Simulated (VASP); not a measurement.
Here is a VASP 6.6.1 calculation.

File INCAR:

```
SYSTEM = Pt
PREC = Accurate
ENCUT = 520
EDIFF = 1E-7
ISMEAR = 0
SIGMA = 0.1
LREAL = .FALSE.
LASPH = .TRUE.
NELM = 100
ALGO = Normal
ISIF = 2
LWAVE = .FALSE.
LCHARG = .FALSE.
GGA = PS
NBANDS = 11
```

The input KPOINTS:

```
regular mesh
0
G
  26 26 26
  0 0 0
```

The input POSCAR:

```
Pt
1.0
   -1.6770128376      1.6770128376      1.3511715215
    1.6770128376     -1.6770128376      1.3511715215
    1.6770128376      1.6770128376     -1.3511715215
Pt
1
Direct
    0.5000000000      0.5000000000      0.0000000000
```

Potentials or basis: VASP PAW PBE potentials, release 64 (Pt).

Run with:

```sh
$ cat potpaw_PBE.64/Pt/POTCAR > POTCAR
$ mpirun -np 1 vasp_std > vasp.out
```

Q: Predict the pressure.

A: -0.4 GPa.

Q: Predict the band gap on the k mesh.

A: Zero (band 5 reaches 11.68 eV, above the bottom of band 6 at 9.49 eV).

Caveat: the PAW data sets were made with another functional, which shifts forces and pressure a little; spin-orbit coupling is left out, which moves the levels of the heavy elements.
